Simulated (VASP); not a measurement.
Here is a VASP 6.6.1 calculation.

INCAR

```
SYSTEM = Li3Sc
ALGO     = Normal         ! electronic algorithm
EDIFF    = 1E-7           ! SCF threshold, eV
ENCUT    = 520            ! plane-wave cutoff, eV
GGA      = PE             ! functional
ISIF     = 2              ! what is computed and relaxed
ISMEAR   = -1             ! smearing method
LASPH    = .TRUE.         ! aspherical terms in the spheres
LCHARG   = .FALSE.        ! write CHGCAR
LREAL    = .FALSE.        ! projectors in reciprocal space
LWAVE    = .FALSE.        ! write WAVECAR
NBANDS   = 30             ! bands
NELM     = 100            ! most SCF steps
PREC     = Accurate       ! precision mode
SIGMA    = 0.1            ! smearing width, eV
```

KPOINTS

```
k-points
0
G
  5 5 5
  0 0 0
```

Contents of POSCAR:

```
Li3Sc
1.0
    6.2314559100      0.0000000000      0.0000000000
   -3.1157279550      5.3965991206      0.0000000000
    0.0000000000      0.0000000000      4.9326660000
Li Sc
6 2
Direct
    0.3217400100      0.1608700050      0.7500000000
    0.1608700050      0.3217400100      0.2500000000
    0.1608700050      0.8391299950      0.2500000000
    0.6782599900      0.8391299950      0.2500000000
    0.8391299950      0.1608700050      0.7500000000
    0.8391299950      0.6782599900      0.7500000000
    0.6666666667      0.3333333333      0.2500000000
    0.3333333333      0.6666666667      0.7500000000
```

Potentials or basis: VASP PAW PBE potentials, release 64 (Li_sv, Sc_sv).

Run with:

```console
$ cat potpaw_PBE.64/Li_sv/POTCAR potpaw_PBE.64/Sc_sv/POTCAR > POTCAR
$ mpirun -np 1 vasp_std > vasp.out
```

Predict the largest force.

0.023 eV/Å.

What does it give for the band gap on the k mesh?

Zero (band 20 reaches 1.72 eV, above the bottom of band 21 at 1.38 eV).

Forces on the atoms (eV/Å):
```
Li   0.020  0.011  0.000
Li   0.000  0.023  0.000
Li   0.020 -0.011  0.000
Li  -0.020 -0.011  0.000
Li  -0.020  0.011  0.000
Li   0.000 -0.023  0.000
Sc   0.000  0.000  0.000
Sc   0.000  0.000  0.000
```
